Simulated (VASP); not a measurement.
# Ta2H5 (P4/mmm) in VASP: notebook, part 2 of 3

VASP 6.6.1.

### Step 3. Single point, PBE

This run uses another cell than the first one, of 10.48 Å³/atom, 1.294 times its volume.

File INCAR:

```
SYSTEM = Ta2H5
PREC = Accurate
ENCUT = 520
EDIFF = 1E-7
ISMEAR = 0
SIGMA = 0.1
LREAL = .False.
LASPH = .True.
NELM = 60
ALGO = Normal
ISIF = 2
LWAVE = .False.
LCHARG = .False.
GGA = PE
NBANDS = 22
```

File KPOINTS:

```
Automatic mesh
0
Gamma
  6 6 4
  0 0 0
```

File POSCAR:

```
Ta2H5
1.0
    3.5775155700      0.0000000000      0.0000000000
    0.0000000000      3.5775155700      0.0000000000
    0.0000000000      0.0000000000      5.7344223700
Ta H
2 5
Direct
    0.5000000000      0.0000000000      0.5000000000
    0.0000000000      0.5000000000      0.5000000000
    0.5000000000      0.0000000000      0.0000000000
    0.0000000000      0.5000000000      0.0000000000
    0.0000000000      0.0000000000      0.4101102700
    0.0000000000      0.0000000000      0.5898897300
    0.5000000000      0.5000000000      0.0000000000
```

Potentials or basis: VASP PAW PBE potentials, release 64 (Ta_pv, H).

On the command line:

```
$ cat potpaw_PBE.64/Ta_pv/POTCAR potpaw_PBE.64/H/POTCAR > POTCAR
$ mpirun -np 1 vasp_std > vasp.out
```

OUTCAR:

```text
SYSTEM = Ta2H5
   PREC = Accurate
   ENCUT = 520
   EDIFF = 1E-7
   ISMEAR = 0
   LREAL = .False.
   LASPH = .True.
   NELM = 60
   ISIF = 2
   GGA = PE

 ion  position               nearest neighbor table
   1  0.500  0.000  0.500-   5 1.86   6 1.86   5 1.86   6 1.86   2 2.53   2 2.53   2 2.53   2 2.53

   2  0.000  0.500  0.500-   5 1.86   6 1.86   5 1.86   6 1.86   1 2.53   1 2.53   1 2.53   1 2.53

   3  0.500  0.000  0.000-
   4  0.000  0.500  0.000-
   5  0.000  0.000  0.410-   1 1.86   2 1.86   2 1.86   1 1.86
   6  0.000  0.000  0.590-   1 1.86   2 1.86   2 1.86   1 1.86
   7  0.500  0.500  0.000-

  LATTYP: Found a simple tetragonal cell.
 ALAT       =     3.5775155700
 C/A-ratio  =     1.6029063348

  Lattice vectors:

 A1 = (   3.5775155700,   0.0000000000,   0.0000000000)
 A2 = (   0.0000000000,   3.5775155700,   0.0000000000)
 A3 = (   0.0000000000,   0.0000000000,   5.7344223700)

Analysis of symmetry for initial positions (statically):
=====================================================================
 Subroutine PRICEL returns:
 Original cell was already a primitive cell.

 Routine SETGRP: Setting up the symmetry group for a
 simple tetragonal supercell.

 Subroutine GETGRP returns: Found 16 space group operations
 (whereof 16 operations were pure point group operations)
 out of a pool of 16 trial point group operations.

The static configuration has the point symmetry D_4h.

Analysis of symmetry for dynamics (positions and initial velocities):
=====================================================================
 Subroutine PRICEL returns:
 Original cell was already a primitive cell.

 Routine SETGRP: Setting up the symmetry group for a
 simple tetragonal supercell.

[... 128 lines left out ...]
   EFERMI =   0.00;   METHOD = LEGACY
   ISMEAR =     0;   SIGMA  =   0.10  broadening in eV -4-tet -1-fermi 0-gaus
   EFERMI_NEDOS =   21; number of points for ismear=-14 and -15
   IALGO  =     38    algorithm
   IMIX   =      4    mixing-type and parameters
     AMIX     =   0.40;   BMIX     =  1.00
     AMIX_MAG =   1.60;   BMIX_MAG =  1.00
  volume/ion in A,a.u.               =      10.48        70.75
  Fermi-wavevector in a.u.,A,eV,Ry     =   1.173037  2.216719 18.721843  1.376017
  Thomas-Fermi vector in A             =   2.309457
   LORBIT       =      0    0 simple, 1 ext, 2 COOP (PROOUT), +10 PAW based schemes
   GGA     = PE    functional components
   LHFCALC =     F    Hartree Fock is set to
   AEXX    =    0.0000 exact exchange contribution
   IVDW    =     0    specifies the selected vdW correction
   LEPSILON=     F    determine dielectric tensor
   LRPA    =     F    only Hartree local field effects (RPA)
 non-spin polarized calculation
 Gauss-broadening in eV      SIGMA  =   0.10
  energy-cutoff  :      520.00
  volume of cell :       73.39
 maximum number of plane-waves:      1997
 NGX is ok and might be reduce to    28
   NGX = 13   NGY = 13   NGZ = 21

 number of electron      27.0000003 magnetization

 Free energy of the ion-electron system (eV)
  ---------------------------------------------------
  ext. energy  EPLUGINS =         0.00000000
  ---------------------------------------------------
  free energy    TOTEN  =       -30.14296521 eV

  energy without entropy =      -30.13727069  energy(sigma->0) =      -30.14011795

 E-fermi :   1.8417     XC(G=0):  -9.9080

 val. band max:        1.7550847885   @ k =   0.1667   0.1667   0.5000
 cond. band min:       1.8432106741   @ k =   0.5000   0.3333   0.2500
 fundamental gap:      0.0881258856
 Fermi energy:         1.8417068725

 k-point     1 :       0.0000    0.0000    0.0000
  band No.  band energies     occupation
      1     -33.6048      2.00000
      2     -33.6048      2.00000
      3     -32.7836      2.00000
      4     -32.2010      2.00000
      5     -31.5501      2.00000
      6     -31.5501      2.00000
[... 589 lines left out ...]
     21       5.4279      0.00000
     22      10.4283      0.00000

 [... further k-points ...]
[... 5 lines left out ...]
  --------------------------------------------------------------------------------------
  -------------------------------------------------------------------------------------
  Total       13.4082587     13.4082587     -4.5027275      0.0000000     -0.0000000      0.0000000
  in kB      292.7050538    292.7050538    -98.2954696      0.0000000     -0.0000000      0.0000000
  external PRESSURE =     162.3715460 kB  Pullay stress =       0.0000000 kB

 VOLUME and BASIS-vectors are now :
 -----------------------------------------------------------------------------
  energy-cutoff  :      520.00
  volume of cell :       73.39
      direct lattice vectors                 reciprocal lattice vectors
     3.577515570  0.000000000  0.000000000     0.279523591  0.000000000  0.000000000
     0.000000000  3.577515570  0.000000000     0.000000000  0.279523591  0.000000000
     0.000000000  0.000000000  5.734422370     0.000000000  0.000000000  0.174385480

 POSITION                                       TOTAL-FORCE (eV/Angst)
 -----------------------------------------------------------------------------------
      1.78876      0.00000      2.86721         0.000000      0.000000     -0.000000
      0.00000      1.78876      2.86721         0.000000      0.000000     -0.000000
      1.78876      0.00000      0.00000         0.000000      0.000000     -0.000000
      0.00000      1.78876      0.00000         0.000000      0.000000     -0.000000
      0.00000      0.00000      2.35175         0.000000      0.000000     -4.359175
      0.00000      0.00000      3.38268         0.000000      0.000000      4.359175
      1.78876      1.78876      0.00000         0.000000      0.000000     -0.000000
 -----------------------------------------------------------------------------------
    total drift:                                0.000000      0.000000      0.000000

  FREE ENERGIE OF THE ION-ELECTRON SYSTEM (eV)
  ---------------------------------------------------
  free  energy   TOTEN  =       -30.1429652134 eV

  energy  without entropy=      -30.1372706943  energy(sigma->0) =      -30.14011795
```

It took 53 s on 1 thread of AMD EPYC 7R43 (Zen 3), shared host; peak memory 0.16 GiB.

Results:

```
Free energy   : -30.1430 eV
Pressure      : 16.2 GPa
Largest force : 4.359 eV/Å
```

Forces on the atoms (eV/Å):
```
Ta   0.000  0.000  0.000
Ta   0.000  0.000  0.000
H    0.000  0.000  0.000
H    0.000  0.000  0.000
H    0.000  0.000 -4.359
H    0.000  0.000  4.359
H    0.000  0.000  0.000
```

Stress tensor (GPa, compression positive):
```
29.27  0.00  0.00
 0.00 29.27  0.00
 0.00  0.00 -9.83
```

Caveat: spin-orbit coupling is left out, which moves the levels of the heavy elements; forces of over 1 eV/Å act on the atoms, so gaps and moduli don't describe the material at rest.

### Step 4. Single point, PBE

File INCAR:

```
PREC = Accurate ; ENCUT = 520
EDIFF = 1E-6 ; ISMEAR = 0
SIGMA = 0.1 ; LREAL = False
LASPH = True ; NELM = 80
ALGO = Normal ; ISIF = 2
LWAVE = False ; LCHARG = False
GGA = PE ; NBANDS = 22
```

File KPOINTS:

```
regular mesh
0
Gamma
  10 10 10
```

File POSCAR:

```
Ta2H5
1.0
    3.8917692481      0.0000000000      0.0000000000
    0.0000000000      3.8917692481      0.0000000000
    0.0000000000      0.0000000000      3.7444020313
Ta H
2 5
Direct
    0.5000000000      0.0000000000      0.5000000000
    0.0000000000      0.5000000000      0.5000000000
    0.5000000000      0.0000000000      0.0000000000
    0.0000000000      0.5000000000      0.0000000000
    0.0000000000      0.0000000000      0.2611728589
    0.0000000000      0.0000000000      0.7388271411
    0.5000000000      0.5000000000      0.0000000000
```

On the command line:

```
$ cat potpaw_PBE.64/Ta_pv/POTCAR potpaw_PBE.64/H/POTCAR > POTCAR
$ mpirun -np 1 vasp_std > vasp.out
```

Wall time 2.2 min (1 thread of AMD EPYC 7R43 (Zen 3), shared host); peak memory 0.23 GiB.

The run converged. Its results:

* Free energy: -37.0679 eV
* Pressure: 0.0 GPa
* Largest force: 0.008 eV/Å

Forces on the atoms (eV/Å):
```
Ta   0.000  0.000  0.000
Ta   0.000  0.000  0.000
H    0.000  0.000  0.000
H    0.000  0.000  0.000
H    0.000  0.000 -0.008
H    0.000  0.000  0.008
H    0.000  0.000  0.000
```

Stress tensor (GPa, compression positive):
```
-0.02  0.00  0.00
 0.00 -0.02  0.00
 0.00  0.00  0.07
```

Levels at points of the mesh, in eV from the Fermi level:
```tsv
k point	band 12	band 13	band 14	band 15	band 16	band 17
(0.00, 0.00, 0.00)	-0.67	-0.22	-0.22	2.41	3.63	3.63
(0.50, 0.00, 0.00)	-0.06	0.09	0.38	0.85	1.15	1.63
(0.50, 0.50, 0.00)	-2.75	-2.75	-1.29	1.75	1.75	4.12
(0.00, 0.00, 0.50)	-1.81	-1.81	-1.29	0.93	2.87	2.87
(0.50, 0.00, 0.50)	-0.26	-0.13	0.23	0.29	0.43	1.03
(0.50, 0.50, 0.50)	-2.89	-2.89	1.85	1.85	2.00	2.15
```

Caveat: spin-orbit coupling is left out, which moves the levels of the heavy elements.

(Part 2 of 3 ends here.)
